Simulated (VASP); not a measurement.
# Be (C2/m) in VASP: further runs

The runs below take Be through single point, with PBE.

All numbers are computed with VASP 6.6.1; they aren't measurements. Logs are shortened: lines on timing, memory, paths and dates and some standing lists are left out, and cuts for length are marked.

### Step 1. The cell of the first run

The structure is monoclinic, space group C2/m (No. 12). Conventional cell: a = 3.536 Å, b = 2.500 Å, c = 10.613 Å, α = 90.00°, β = 91.59°, γ = 90.00°. Within 2.9 Å of Be (site symmetry m) lie 14 Be at 2.17 to 2.72 Å. Be (site symmetry m) has 14 Be at 2.17 to 2.50 Å within 2.9 Å. Within 2.9 Å of Be (site symmetry m) lie 14 Be at 2.17 to 2.50 Å.

### Step 2. Single point, PBE (the part above a cut slid along it)

File INCAR:

```
PREC     = Accurate       # precision mode
ENCUT    = 520            # plane-wave cutoff, eV
EDIFF    = 1E-6           # SCF threshold, eV
ISMEAR   = 0              # smearing method
SIGMA    = 0.15           # smearing width, eV
LREAL    = F              # projectors in reciprocal space
LASPH    = T              # aspherical terms in the spheres
NELM     = 80             # most SCF steps
ALGO     = Fast           # electronic algorithm
ISIF     = 2              # what is computed and relaxed
LWAVE    = F              # write WAVECAR
LCHARG   = T              # write CHGCAR
GGA      = PE             # functional
LELF     = T              # ELF
LVHAR    = T            
NBANDS   = 15             # bands
```

File KPOINTS:

```
regular mesh
0
Gamma
  28 28 6
```

File POSCAR:

```
Be
1.0
   -1.2502160087      1.2502160087     -1.2502160087
   -1.2502160087     -1.2502160087      1.2502160087
    0.0000000000      7.7095820392      7.2930100652
Be
6
Direct
   -0.0763569450      0.0763569450      0.9166500000
    0.4930597217      0.5069402783      0.0833166667
   -0.0208236117      0.0208236117      0.2499833333
    0.4652930550      0.5347069450      0.4166500000
   -0.0485902783      0.0485902783      0.5833166667
    0.4375263883      0.5624736117      0.7499833333
```

Potentials or basis: VASP PAW PBE potentials, release 64 (Be).

Started as:

```
$ cat potpaw_PBE.64/Be/POTCAR > POTCAR
$ mpirun -np 1 vasp_std > vasp.out
```

OUTCAR:

```text
PREC = Accurate
   ENCUT = 520
   EDIFF = 1E-6
   ISMEAR = 0
   LREAL = F
   LASPH = T
   NELM = 80
   ISIF = 2
   GGA = PE

 ion  position               nearest neighbor table
   1  0.924  0.076  0.917-   6 2.17   6 2.17   2 2.19   2 2.19   2 2.30
   2  0.493  0.507  0.083-   3 2.17   3 2.17   1 2.19   1 2.19   1 2.30
   3  0.979  0.021  0.250-   2 2.17   2 2.17   4 2.17   4 2.17
   4  0.465  0.535  0.417-   3 2.17   3 2.17   5 2.17   5 2.17
   5  0.951  0.049  0.583-   6 2.17   6 2.17   4 2.17   4 2.17
   6  0.438  0.562  0.750-   5 2.17   5 2.17   1 2.17   1 2.17

  LATTYP: Found a base centered monoclinic cell.
 ALAT       =     3.5361448708
 B/A-ratio  =     0.7071067812
 C/A-ratio  =     3.0011562588
 COS(beta)  =    -0.0277559690

  Lattice vectors:

 A1 = (  -1.2502160087,  -1.2502160087,   1.2502160087)
 A2 = (   1.2502160087,  -1.2502160087,   1.2502160087)
 A3 = (   0.0000000000,   7.7095820392,   7.2930100652)

Analysis of symmetry for initial positions (statically):
=====================================================================
 Subroutine PRICEL returns:
 Original cell was already a primitive cell.

 Routine SETGRP: Setting up the symmetry group for a
 base centered monoclinic supercell.

 Subroutine GETGRP returns: Found  4 space group operations
 (whereof  2 operations were pure point group operations)
 out of a pool of  4 trial point group operations.

The static configuration has the point symmetry C_1h.
 The point group associated with its full space group is C_2h.

Analysis of symmetry for dynamics (positions and initial velocities):
=====================================================================
 Subroutine PRICEL returns:
 Original cell was already a primitive cell.

 Routine SETGRP: Setting up the symmetry group for a
 base centered monoclinic supercell.

 Subroutine GETGRP returns: Found  4 space group operations
 (whereof  2 operations were pure point group operations)
 out of a pool of  4 trial point group operations.

The dynamic configuration has the point symmetry C_1h.
 The point group associated with its full space group is C_2h.

 Subroutine INISYM returns: Found  4 space group operations
 (whereof  2 operations are pure point group operations),
 and found     1 'primitive' translations

----------------------------------------------------------------------------------------

                                     Primitive cell

  volume of cell :      46.8993

  direct lattice vectors                    reciprocal lattice vectors
    -1.250216009  1.250216009 -1.250216009    -0.399930889  0.194413071 -0.205517818
    -1.250216009 -1.250216009  1.250216009    -0.399930889 -0.194413071  0.205517818
     0.000000000  7.709582039  7.293010065     0.000000000  0.066655148  0.066655148

  length of vectors
     2.165437648  2.165437648 10.612523311     0.489876241  0.489876241  0.094264615

  position of ions in fractional coordinates (direct lattice)
     0.923643055  0.076356945  0.916650000
     0.493059722  0.506940278  0.083316667
     0.979176388  0.020823612  0.249983333
     0.465293055  0.534706945  0.416650000
     0.951409722  0.048590278  0.583316667
     0.437526388  0.562473612  0.749983333

  ion indices of the primitive-cell ions
   primitive index   ion index
                 1           1
                 2           2
                 3           3
                 4           4
                 5           5
                 6           6

----------------------------------------------------------------------------------------

 KPOINTS: regular mesh

Automatic generation of k-mesh.
 Grid dimensions read from file:
 generate k-points for:   28   28    6

 Generating k-lattice:

  Cartesian coordinates                     Fractional coordinates (reciprocal lattice)
    -0.014283246  0.006943324 -0.007339922     0.035714286  0.000000000  0.000000000
    -0.014283246 -0.006943324  0.007339922     0.000000000  0.035714286 -0.000000000
     0.000000000  0.011109191  0.011109191     0.000000000  0.000000000  0.166666667

  Length of vectors
     0.017495580  0.017495580  0.015710769

  Shift w.r.t. Gamma in fractional coordinates (k-lattice)
     0.000000000  0.000000000  0.000000000

 Subroutine IBZKPT returns following result:
 ===========================================

 Found   1234 irreducible k-points:

 Following reciprocal coordinates:
            Coordinates               Weight
  0.000000  0.000000  0.000000      1.000000
  0.035714  0.000000  0.000000      4.000000
  0.071429  0.000000  0.000000      4.000000
  0.107143 -0.000000  0.000000      4.000000
  0.142857 -0.000000  0.000000      4.000000
  0.178571  0.000000  0.000000      4.000000
[... 16 lines left out ...]
  0.285714  0.035714 -0.000000      4.000000
  0.321429  0.035714  0.000000      4.000000
 [... further k-points ...]
   k-points           NKPTS =   1234   k-points in BZ     NKDIM =   1234   number of bands    NBANDS=     15
   number of dos      NEDOS =    301   number of ions     NIONS =      6
   total plane-waves  NPLWV =  20480
   dimension x,y,z NGX =    16 NGY =   16 NGZ =   80
   dimension x,y,z NGXF=    32 NGYF=   32 NGZF=  160
   ions per type =               6
   NGX,Y,Z   is equivalent  to a cutoff of  12.28, 12.28, 12.53 a.u.
   NGXF,Y,Z  is equivalent  to a cutoff of  24.57, 24.57, 25.06 a.u.
 SYSTEM =  unknown system
   PREC   = accura    normal or accurate (medium, high low for compatibility)
   ISTART =      0    job   : 0-new  1-cont  2-samecut
   ICHARG =      2    charge: 1-file 2-atom 10-const
   ISPIN  =      1    spin polarized calculation?
   LNONCOLLINEAR =      F non collinear calculations
   LSORBIT =      F    spin-orbit coupling
   LASPH  =      T    aspherical Exc in radial PAW
   ENCUT  =  520.0 eV  38.22 Ry    6.18 a.u.   4.03  4.03 19.73*2*pi/ulx,y,z
   NELM   =     80;   NELMIN=  2; NELMDL= -5     # of ELM steps
   EDIFF  = 0.1E-05   stopping-criterion for ELM
   LREAL  =      F    real-space projection
   EDIFFG = 0.1E-04   stopping-criterion for IOM
   NSW    =      0    number of steps for IOM
   IBRION =     -1    ionic relax: 0-MD 1-quasi-New 2-CG
   NFREE  =      0    steps in history (QN), initial steepest desc. (CG)
   ISIF   =      2    stress and relaxation
   ISYM   =      2    0-nonsym 1-usesym 2-fastsym
   POTIM  = 0.5000    time-step for ionic-motion
   TEBEG  =    0.0;   TEEND  =   0.0 temperature during run
   PSTRESS=    0.0 pullay stress
   NELECT =      12.0000    total number of electrons
   NUPDOWN=      -1.0000    fix difference up-down
   EMIN   =  10.00;   EMAX   =-10.00  energy-range for DOS
   EFERMI =   0.00;   METHOD = LEGACY
   ISMEAR =     0;   SIGMA  =   0.15  broadening in eV -4-tet -1-fermi 0-gaus
   EFERMI_NEDOS =   21; number of points for ismear=-14 and -15
   IALGO  =     68    algorithm
   IMIX   =      4    mixing-type and parameters
     AMIX     =   0.40;   BMIX     =  1.00
     AMIX_MAG =   1.60;   BMIX_MAG =  1.00
  volume/ion in A,a.u.               =       7.82        52.75
  Fermi-wavevector in a.u.,A,eV,Ry     =   1.039313  1.964017 14.696631  1.080172
  Thomas-Fermi vector in A             =   2.173838
   LORBIT       =      0    0 simple, 1 ext, 2 COOP (PROOUT), +10 PAW based schemes
   GGA     = PE    functional components
   LHFCALC =     F    Hartree Fock is set to
   AEXX    =    0.0000 exact exchange contribution
   IVDW    =     0    specifies the selected vdW correction
   LEPSILON=     F    determine dielectric tensor
   LRPA    =     F    only Hartree local field effects (RPA)
 non-spin polarized calculation
 RMM-DIIS sequential band-by-band and
 Gauss-broadening in eV      SIGMA  =   0.15
  energy-cutoff  :      520.00
  volume of cell :       46.90
 maximum number of plane-waves:      1300
   NGX =  9   NGY =  9   NGZ = 39

 number of electron      12.0000000 magnetization

 Free energy of the ion-electron system (eV)
  ---------------------------------------------------
  ext. energy  EPLUGINS =         0.00000000
  ---------------------------------------------------
  free energy    TOTEN  =       -21.99419836 eV

  energy without entropy =      -21.98535801  energy(sigma->0) =      -21.98977819

 E-fermi :   7.9703     XC(G=0): -10.6494

 val. band max:        7.9689451339   @ k =   0.3929   0.4286   0.3333
 cond. band min:       7.9705086672   @ k =   0.3571   0.4643   0.1667
 fundamental gap:      0.0015635333
 Fermi energy:         7.9703306352

 k-point     1 :       0.0000    0.0000    0.0000
  band No.  band energies     occupation
      1      -4.2963      2.00000
      2      -3.3247      2.00000
      3      -3.3105      2.00000
      4      -0.4293      2.00000
      5      -0.4254      2.00000
      6       2.7381      2.00000
      7       8.3779      0.00012
      8      13.8057      0.00000
      9      13.8149      0.00000
     10      20.3363      0.00000
     11      21.4193      0.00000
     12      21.5535      0.00000
     13      22.6594      0.00000
     14      22.6867      0.00000
     15      23.5089      0.00000
[... 397 lines left out ...]
 k-point    24 :       0.3214    0.0357    0.0000
  band No.  band energies     occupation
      1      -1.3245      2.00000
      2      -0.4425      2.00000
      3      -0.3441      2.00000
      4       2.3097      2.00000
      5       2.4827      2.00000
      6       6.6174      2.00000
      7       6.7163      2.00000
      8      10.1692      0.00000
      9      10.4662      0.00000
     10      13.2642      0.00000
     11      13.5666      0.00000
     12      14.1032      0.00000
     13      16.8016      0.00000
     14      17.2551      0.00000
     15      17.7355      0.00000

 [... further k-points ...]

------------------------ aborting loop because EDIFF is reached ----------------------------------------

  FORCE on cell =-STRESS in cart. coord.  units (eV):
  Direction    XX          YY          ZZ          XY          YZ          ZX
  --------------------------------------------------------------------------------------
  -------------------------------------------------------------------------------------
  Total       -0.1759488     -0.1359718      0.6162771      0.0000000     -0.1966776      0.0000000
  in kB       -6.0107742     -4.6450793     21.0533016      0.0000000     -6.7189145      0.0000000
  external PRESSURE =       3.4658160 kB  Pullay stress =       0.0000000 kB

 VOLUME and BASIS-vectors are now :
 -----------------------------------------------------------------------------
  energy-cutoff  :      520.00
  volume of cell :       46.90
      direct lattice vectors                 reciprocal lattice vectors
    -1.250216009  1.250216009 -1.250216009    -0.399930889  0.194413071 -0.205517818
    -1.250216009 -1.250216009  1.250216009    -0.399930889 -0.194413071  0.205517818
     0.000000000  7.709582039  7.293010065     0.000000000  0.066655148  0.066655148

 POSITION                                       TOTAL-FORCE (eV/Angst)
 -----------------------------------------------------------------------------------
     -1.25022      8.12628      5.62585         0.000000      0.041655     -0.040845
     -1.25022      0.62498      0.62498         0.000000     -0.041655      0.040845
     -1.25022      3.12541      0.62498         0.000000     -0.014876      0.035091
     -1.25022      3.12542      3.12542         0.000000     -0.007127     -0.006861
     -1.25022      5.62585      3.12542         0.000000      0.007127      0.006861
     -1.25022      5.62585      5.62585         0.000000      0.014876     -0.035091
 -----------------------------------------------------------------------------------
    total drift:                                0.000000      0.000000      0.000000

  FREE ENERGIE OF THE ION-ELECTRON SYSTEM (eV)
  ---------------------------------------------------
  free  energy   TOTEN  =       -21.9941983644 eV

  energy  without entropy=      -21.9853580084  energy(sigma->0) =      -21.98977819
```

It took 5.6 min on 1 thread of Intel Xeon 8259CL, shared host; peak memory 0.67 GiB.

Results:

| Quantity | Value |
| --- | --- |
| Free energy | -21.9942 eV |
| Pressure | 0.3 GPa |
| Largest force | 0.058 eV/Å |
| Band gap on the k mesh | zero (bands 6 and 7 overlap by 3.22 eV) |

Forces on the atoms (eV/Å):
```
Be   0.000  0.042 -0.041
Be   0.000 -0.042  0.041
Be   0.000 -0.015  0.035
Be   0.000 -0.007 -0.007
Be   0.000  0.007  0.007
Be   0.000  0.015 -0.035
```

Stress tensor (GPa, compression positive):
```
-0.60  0.00  0.00
 0.00 -0.46 -0.67
 0.00 -0.67  2.11
```

Levels at points of the mesh, in eV from the Fermi level:
```tsv
k point	band 3	band 4	band 5	band 6	band 7	band 8	band 9	band 10
(0.00, 0.00, 0.00)	-11.28	-8.40	-8.40	-5.23	0.41	5.84	5.84	12.37
(0.50, 0.00, 0.00)	-5.51	-5.38	-5.38	-5.10	0.57	0.92	0.98	1.29
(0.50, 0.50, 0.00)	-3.89	-0.72	-0.20	0.48	0.82	1.07	2.31	2.32
(0.00, 0.00, 0.50)	-10.07	-10.07	-6.45	-6.44	2.19	2.21	10.19	10.20
(0.50, 0.00, 0.50)	-5.62	-5.49	-5.31	-5.04	0.19	0.55	2.00	2.27
(0.50, 0.50, 0.50)	-2.54	-2.33	0.40	0.49	1.15	1.41	2.31	2.41
```

Caveat: the cell differs from its parent crystal (the part above a cut slid along it).

### Step 3. Single point, PBE (the part above a cut slid along it)

File INCAR:

```
ALGO = Fast ; EDIFF = 1E-6
ENCUT = 520 ; GGA = PE
ISIF = 2 ; ISMEAR = 0
LASPH = True ; LCHARG = False
LREAL = False ; LWAVE = False
NBANDS = 15 ; NELM = 80
PREC = Accurate ; SIGMA = 0.15
```

File KPOINTS:

```
k-points
0
Gamma
  28 28 6
```

File POSCAR:

```
Be
1.0
   -1.2502160087      1.2502160087     -1.2502160087
   -1.2502160087     -1.2502160087      1.2502160087
    0.0000000000      8.1264040566      6.8761880478
Be
6
Direct
   -0.2291625000      0.2291625000      0.9166500000
    0.4791708333      0.5208291667      0.0833166667
   -0.0624958333      0.0624958333      0.2499833333
    0.3958375000      0.6041625000      0.4166500000
   -0.1458291667      0.1458291667      0.5833166667
    0.3125041667      0.6874958333      0.7499833333
```

Potentials or basis: VASP PAW PBE potentials, release 64 (Be).

Started as:

```
$ cat potpaw_PBE.64/Be/POTCAR > POTCAR
$ mpirun -np 1 vasp_std > vasp.out
```

Wall time 6.2 min (1 thread of Intel Xeon 8259CL, shared host); peak memory 0.67 GiB.

Results (log left out):

| Item | Value |
| --- | --- |
| Free energy | -21.7205 eV |
| Pressure | 2.7 GPa |
| Largest force | 1.132 eV/Å |
| Band gap on the k mesh | zero (bands 6 and 7 overlap by 3.13 eV) |

Forces in eV/Å, atoms in the order of the input:
```
Be   0.000  0.090 -1.129
Be   0.000 -0.090  1.129
Be   0.000 -0.011  0.044
Be   0.000 -0.020 -0.026
Be   0.000  0.020  0.026
Be   0.000  0.011 -0.044
```

Stress tensor (GPa, compression positive):
```
-1.33  0.00  0.00
 0.00 -0.96 -0.46
 0.00 -0.46 10.38
```

Levels at points of the mesh, in eV from the Fermi level:
| k point | band 4 | band 5 | band 6 | band 7 | band 8 | band 9 |
| --- | --- | --- | --- | --- | --- | --- |
| (0.00, 0.00, 0.00) | -8.15 | -8.15 | -5.01 | 0.66 | 6.00 | 6.11 |
| (0.50, 0.00, 0.00) | -5.20 | -5.19 | -4.03 | -0.09 | 1.06 | 1.21 |
| (0.50, 0.50, 0.00) | -1.61 | 0.21 | 0.66 | 1.06 | 1.68 | 2.53 |
| (0.00, 0.00, 0.50) | -9.80 | -6.25 | -6.17 | 2.35 | 2.52 | 10.32 |
| (0.50, 0.00, 0.50) | -5.23 | -5.16 | -4.02 | -0.24 | 0.90 | 1.68 |
| (0.50, 0.50, 0.50) | -1.66 | 0.23 | 0.65 | 1.11 | 1.62 | 2.48 |

Caveat: the cell differs from its parent crystal (the part above a cut slid along it); the stress differs along the axes, from -1 to 10 GPa; forces of over 1 eV/Å act on the atoms, so gaps and moduli don't describe the material at rest.
